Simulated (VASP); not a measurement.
# BN (Cm) in VASP: notebook

BN is run at these levels: LDA; tasks: single point.

Program: VASP 6.6.1. These are calculated values, not measurements. Logs are shortened: lines on timing, memory, paths and dates and some standing lists are left out, and cuts for length are marked.

## Step 1: The cell of the first run

The structure is monoclinic, space group Cm (No. 8). Conventional cell: a = 4.441 Å, b = 2.564 Å, c = 2.564 Å, α = 90.00°, β = 125.26°, γ = 90.00°. B (site symmetry m) has 4 N at 1.47 to 1.67 Å within 2.0 Å. Within 2.0 Å of N (site symmetry m) lie 4 B at 1.47 to 1.67 Å.

## Step 2: Single point, LDA (all N atoms moved +0.125 Å, as atom 2 along Cartesian [1 1 0])

File INCAR:

```
SYSTEM = BN
PREC     = Accurate       ! precision mode
ENCUT    = 520            ! plane-wave cutoff, eV
EDIFF    = 1E-6           ! SCF threshold, eV
ISMEAR   = 0              ! smearing method
SIGMA    = 0.05           ! smearing width, eV
LREAL    = .FALSE.        ! projectors in reciprocal space
LASPH    = .TRUE.         ! aspherical terms in the spheres
NELM     = 100            ! most SCF steps
ALGO     = Normal         ! electronic algorithm
ISIF     = 2              ! what is computed and relaxed
LWAVE    = .FALSE.        ! write WAVECAR
LCHARG   = .FALSE.        ! write CHGCAR
GGA      = CA             ! functional
NBANDS   = 11             ! bands
```

File KPOINTS:

```
Automatic mesh
0
G
  12 12 12
  0 0 0
```

File POSCAR:

```
BN
1.0
    0.0000000000      1.8130010000      1.8130010000
    1.8130010000      0.0000000000      1.8130010000
    1.8130010000      1.8130010000      0.0000000000
B N
1 1
Direct
    0.0000000000      0.0000000000      0.0000000000
    0.7500000000      0.7500000000      0.7987525090
```

Potentials or basis: VASP PAW LDA potentials, release 64 (B, N).

Run with:

```bash
> cat potpaw_LDA.64/B/POTCAR potpaw_LDA.64/N/POTCAR > POTCAR
> mpirun -np 1 vasp_std > vasp.out
```

OUTCAR:

```text
SYSTEM = BN
   PREC = Accurate
   ENCUT = 520
   EDIFF = 1E-6
   ISMEAR = 0
   LREAL = .FALSE.
   LASPH = .TRUE.
   NELM = 100
   ISIF = 2
   GGA = CA

 ion  position               nearest neighbor table
   1  0.000  0.000  0.000-   2 1.47   2 1.58   2 1.58   2 1.67
   2  0.750  0.750  0.799-   1 1.47   1 1.58   1 1.58   1 1.67

  LATTYP: Found a face centered cubic cell.
 ALAT       =     3.6260020000

  Lattice vectors:

 A1 = (   0.0000000000,   1.8130010000,   1.8130010000)
 A2 = (   1.8130010000,   0.0000000000,   1.8130010000)
 A3 = (   1.8130010000,   1.8130010000,   0.0000000000)

Analysis of symmetry for initial positions (statically):
=====================================================================
 Subroutine PRICEL returns:
 Original cell was already a primitive cell.

 Routine SETGRP: Setting up the symmetry group for a
 face centered cubic supercell.

 Subroutine GETGRP returns: Found  2 space group operations
 (whereof  2 operations were pure point group operations)
 out of a pool of 48 trial point group operations.

The static configuration has the point symmetry C_1h.

Analysis of symmetry for dynamics (positions and initial velocities):
=====================================================================
 Subroutine PRICEL returns:
 Original cell was already a primitive cell.

 Routine SETGRP: Setting up the symmetry group for a
 face centered cubic supercell.

 Subroutine GETGRP returns: Found  2 space group operations
 (whereof  2 operations were pure point group operations)
 out of a pool of 48 trial point group operations.

The dynamic configuration has the point symmetry C_1h.

 Subroutine INISYM returns: Found  2 space group operations
 (whereof  2 operations are pure point group operations),
 and found     1 'primitive' translations

----------------------------------------------------------------------------------------

                                     Primitive cell

  volume of cell :      11.9186

  direct lattice vectors                    reciprocal lattice vectors
     0.000000000  1.813001000  1.813001000    -0.275785838  0.275785838  0.275785838
     1.813001000  0.000000000  1.813001000     0.275785838 -0.275785838  0.275785838
     1.813001000  1.813001000  0.000000000     0.275785838  0.275785838 -0.275785838

  length of vectors
     2.563970603  2.563970603  2.563970603     0.477675083  0.477675083  0.477675083

  position of ions in fractional coordinates (direct lattice)
     0.000000000  0.000000000  0.000000000
     0.750000000  0.750000000  0.798752509

  ion indices of the primitive-cell ions
   primitive index   ion index
                 1           1
                 2           2

----------------------------------------------------------------------------------------

 KPOINTS: Automatic mesh

Automatic generation of k-mesh.
 Grid dimensions read from file:
 generate k-points for:   12   12   12

 Generating k-lattice:

  Cartesian coordinates                     Fractional coordinates (reciprocal lattice)
    -0.022982153  0.022982153  0.022982153     0.083333333  0.000000000  0.000000000
     0.022982153 -0.022982153  0.022982153     0.000000000  0.083333333  0.000000000
     0.022982153  0.022982153 -0.022982153     0.000000000  0.000000000  0.083333333

  Length of vectors
     0.039806257  0.039806257  0.039806257

  Shift w.r.t. Gamma in fractional coordinates (k-lattice)
     0.000000000  0.000000000  0.000000000

 Subroutine IBZKPT returns following result:
 ===========================================

 Found    476 irreducible k-points:

 Following reciprocal coordinates:
            Coordinates               Weight
  0.000000  0.000000  0.000000      1.000000
  0.083333  0.000000  0.000000      4.000000
  0.000000  0.000000  0.083333      2.000000
  0.083333  0.083333  0.083333      2.000000
  0.166667  0.000000  0.000000      4.000000
  0.000000  0.000000  0.166667      2.000000
[... 16 lines left out ...]
  0.000000  0.166667  0.083333      4.000000
  0.083333  0.000000  0.166667      4.000000
 [... further k-points ...]
   k-points           NKPTS =    476   k-points in BZ     NKDIM =    476   number of bands    NBANDS=     11
   number of dos      NEDOS =    301   number of ions     NIONS =      2
   total plane-waves  NPLWV =   8000
   dimension x,y,z NGX =    20 NGY =   20 NGZ =   20
   dimension x,y,z NGXF=    40 NGYF=   40 NGZF=   40
   ions per type =               1   1
   NGX,Y,Z   is equivalent  to a cutoff of  12.97, 12.97, 12.97 a.u.
   NGXF,Y,Z  is equivalent  to a cutoff of  25.94, 25.94, 25.94 a.u.
 SYSTEM =  BN
   PREC   = accura    normal or accurate (medium, high low for compatibility)
   ISTART =      0    job   : 0-new  1-cont  2-samecut
   ICHARG =      2    charge: 1-file 2-atom 10-const
   ISPIN  =      1    spin polarized calculation?
   LNONCOLLINEAR =      F non collinear calculations
   LSORBIT =      F    spin-orbit coupling
   LASPH  =      T    aspherical Exc in radial PAW
   ENCUT  =  520.0 eV  38.22 Ry    6.18 a.u.   4.77  4.77  4.77*2*pi/ulx,y,z
   NELM   =    100;   NELMIN=  2; NELMDL= -5     # of ELM steps
   EDIFF  = 0.1E-05   stopping-criterion for ELM
   LREAL  =      F    real-space projection
   EDIFFG = 0.1E-04   stopping-criterion for IOM
   NSW    =      0    number of steps for IOM
   IBRION =     -1    ionic relax: 0-MD 1-quasi-New 2-CG
   NFREE  =      0    steps in history (QN), initial steepest desc. (CG)
   ISIF   =      2    stress and relaxation
   ISYM   =      2    0-nonsym 1-usesym 2-fastsym
   POTIM  = 0.5000    time-step for ionic-motion
   TEBEG  =    0.0;   TEEND  =   0.0 temperature during run
   PSTRESS=    0.0 pullay stress
   NELECT =       8.0000    total number of electrons
   NUPDOWN=      -1.0000    fix difference up-down
   EMIN   =  10.00;   EMAX   =-10.00  energy-range for DOS
   EFERMI =   0.00;   METHOD = LEGACY
   ISMEAR =     0;   SIGMA  =   0.05  broadening in eV -4-tet -1-fermi 0-gaus
   EFERMI_NEDOS =   21; number of points for ismear=-14 and -15
   IALGO  =     38    algorithm
   IMIX   =      4    mixing-type and parameters
     AMIX     =   0.40;   BMIX     =  1.00
     AMIX_MAG =   1.60;   BMIX_MAG =  1.00
  volume/ion in A,a.u.               =       5.96        40.22
  Fermi-wavevector in a.u.,A,eV,Ry     =   1.433387  2.708709 27.954506  2.054598
  Thomas-Fermi vector in A             =   2.552911
   LORBIT       =      0    0 simple, 1 ext, 2 COOP (PROOUT), +10 PAW based schemes
   GGA     = CA    functional components
   LHFCALC =     F    Hartree Fock is set to
   AEXX    =    0.0000 exact exchange contribution
   IVDW    =     0    specifies the selected vdW correction
   LEPSILON=     F    determine dielectric tensor
   LRPA    =     F    only Hartree local field effects (RPA)
 non-spin polarized calculation
 Gauss-broadening in eV      SIGMA  =   0.05
  energy-cutoff  :      520.00
  volume of cell :       11.92
 maximum number of plane-waves:       332
   NGX =  9   NGY =  9   NGZ =  9

 number of electron       8.0000000 magnetization

 Free energy of the ion-electron system (eV)
  ---------------------------------------------------
  ext. energy  EPLUGINS =         0.00000000
  ---------------------------------------------------
  free energy    TOTEN  =       -19.21433312 eV

  energy without entropy =      -19.21433312  energy(sigma->0) =      -19.21433312

 E-fermi :   8.4970     XC(G=0): -13.0591

 val. band max:        8.2095034490   @ k =   0.0000   0.0000   0.0000
 cond. band min:      11.4008688784   @ k =   0.5000   0.5000   0.0000
 fundamental gap:      3.1913654294
 Fermi energy:         8.4970351177

 k-point     1 :       0.0000    0.0000    0.0000
  band No.  band energies     occupation
      1     -12.7034      2.00000
      2       6.0580      2.00000
      3       7.3457      2.00000
      4       8.2095      2.00000
      5      15.2767      0.00000
      6      15.7701      0.00000
      7      16.8673      0.00000
      8      17.7403      0.00000
      9      31.4421      0.00000
     10      34.2289      0.00000
     11      34.9292      0.00000

 k-point     2 :       0.0833    0.0000    0.0000
  band No.  band energies     occupation
      1     -12.5354      2.00000
      2       5.7019      2.00000
      3       6.7076      2.00000
      4       7.9809      2.00000
      5      15.3480      0.00000
      6      16.0577      0.00000
      7      17.2546      0.00000
      8      18.2488      0.00000
      9      31.1352      0.00000
     10      32.4689      0.00000
     11      32.8520      0.00000

 k-point     3 :       0.0000    0.0000    0.0833
  band No.  band energies     occupation
      1     -12.5335      2.00000
      2       5.8836      2.00000
      3       7.1989      2.00000
      4       7.2007      2.00000
      5      15.7122      0.00000
      6      15.9356      0.00000
      7      17.1707      0.00000
      8      18.0971      0.00000
      9      31.1928      0.00000
     10      32.8467      0.00000
     11      33.0141      0.00000

 k-point     4 :       0.0833    0.0833    0.0833
  band No.  band energies     occupation
      1     -12.5377      2.00000
      2       5.3443      2.00000
      3       7.1185      2.00000
      4       7.9818      2.00000
      5      15.5145      0.00000
      6      16.1613      0.00000
      7      16.7250      0.00000
      8      18.5370      0.00000
      9      31.1669      0.00000
     10      32.2285      0.00000
     11      32.4370      0.00000
[... 239 lines left out ...]
 k-point    22 :       0.1667    0.0833    0.0000
  band No.  band energies     occupation
      1     -12.0931      2.00000
      2       4.6037      2.00000
      3       5.8703      2.00000
      4       7.2204      2.00000
      5      15.2396      0.00000
      6      17.0919      0.00000
      7      17.7816      0.00000
      8      19.4153      0.00000
      9      28.1684      0.00000
     10      32.3283      0.00000
     11      33.6701      0.00000

 k-point    23 :       0.0000    0.1667    0.0833
  band No.  band energies     occupation
      1     -12.0936      2.00000
      2       4.5882      2.00000
      3       5.6410      2.00000
      4       7.5069      2.00000
      5      15.2510      0.00000
      6      16.7319      0.00000
      7      18.2058      0.00000
      8      19.4090      0.00000
      9      28.1015      0.00000
     10      32.3109      0.00000
     11      33.4952      0.00000

 k-point    24 :       0.0833    0.0000    0.1667
  band No.  band energies     occupation
      1     -12.0879      2.00000
      2       5.0413      2.00000
      3       5.8106      2.00000
      4       6.6952      2.00000
      5      15.4910      0.00000
      6      17.0165      0.00000
      7      17.9396      0.00000
      8      19.0393      0.00000
      9      28.2499      0.00000
     10      32.5078      0.00000
     11      34.1024      0.00000

 [... further k-points ...]

------------------------ aborting loop because EDIFF is reached ----------------------------------------

  FORCE on cell =-STRESS in cart. coord.  units (eV):
  Direction    XX          YY          ZZ          XY          YZ          ZX
  --------------------------------------------------------------------------------------
  -------------------------------------------------------------------------------------
  Total       -0.6846249     -0.6846249     -0.6041694      0.3558034      0.1117794      0.1117794
  in kB      -92.0320572    -92.0320572    -81.2166723     47.8295773     15.0261632     15.0261633
  external PRESSURE =     -88.4269289 kB  Pullay stress =       0.0000000 kB

 VOLUME and BASIS-vectors are now :
 -----------------------------------------------------------------------------
  energy-cutoff  :      520.00
  volume of cell :       11.92
      direct lattice vectors                 reciprocal lattice vectors
     0.000000000  1.813001000  1.813001000    -0.275785838  0.275785838  0.275785838
     1.813001000  0.000000000  1.813001000     0.275785838 -0.275785838  0.275785838
     1.813001000  1.813001000  0.000000000     0.275785838  0.275785838 -0.275785838

 POSITION                                       TOTAL-FORCE (eV/Angst)
 -----------------------------------------------------------------------------------
      0.00000      0.00000      0.00000         2.058641      2.058641      0.726046
      2.80789      2.80789      2.71950        -2.058641     -2.058641     -0.726046
 -----------------------------------------------------------------------------------
    total drift:                               -0.000077     -0.000077     -0.000030

  FREE ENERGIE OF THE ION-ELECTRON SYSTEM (eV)
  ---------------------------------------------------
  free  energy   TOTEN  =       -19.2143331188 eV

  energy  without entropy=      -19.2143331188  energy(sigma->0) =      -19.21433312
```

It took 85 s on 1 thread of AMD EPYC, shared host; peak memory 0.13 GiB.

What came out:

```
Free energy            : -19.2143 eV
Pressure               : -8.8 GPa
Largest force          : 3.001 eV/Å
Band gap on the k mesh : 3.19 eV, indirect (least direct gap 7.07 eV)
```

Forces in eV/Å, atoms in the order of the input:
```
B    2.059  2.059  0.726
N   -2.059 -2.059 -0.726
```

Stress tensor (GPa, compression positive):
```
-9.20  4.78  1.50
 4.78 -9.20  1.50
 1.50  1.50 -8.12
```

Levels at points of the mesh, in eV from the valence-band top:
| k point | band 1 | band 2 | band 3 | band 4 | band 5 | band 6 | band 7 | band 8 | band 9 |
| --- | --- | --- | --- | --- | --- | --- | --- | --- | --- |
| (0.00, 0.00, 0.00) | -20.91 | -2.15 | -0.86 | 0.00 | 7.07 | 7.56 | 8.66 | 9.53 | 23.23 |
| (0.50, 0.00, 0.00) | -16.70 | -11.57 | -3.76 | -1.89 | 7.63 | 9.12 | 11.65 | 13.93 | 21.79 |
| (0.00, 0.00, 0.50) | -16.66 | -11.32 | -3.67 | -2.47 | 8.25 | 8.92 | 10.57 | 13.33 | 22.48 |
| (0.50, 0.50, 0.50) | -16.75 | -11.81 | -3.17 | -2.19 | 8.48 | 9.65 | 10.92 | 14.43 | 20.90 |
| (0.50, 0.50, 0.00) | -15.37 | -9.84 | -5.82 | -5.61 | 3.19 | 7.76 | 16.63 | 17.41 | 19.35 |
| (0.00, 0.50, 0.50) | -15.34 | -9.80 | -6.17 | -5.44 | 3.31 | 7.95 | 16.20 | 17.62 | 19.08 |

Caveat: the cell differs from its parent crystal (all N atoms moved +0.125 Å, as atom 2 along Cartesian [1 1 0]); forces of over 1 eV/Å act on the atoms, so gaps and moduli don't describe the material at rest.

(Continued in part 2 of 2.)
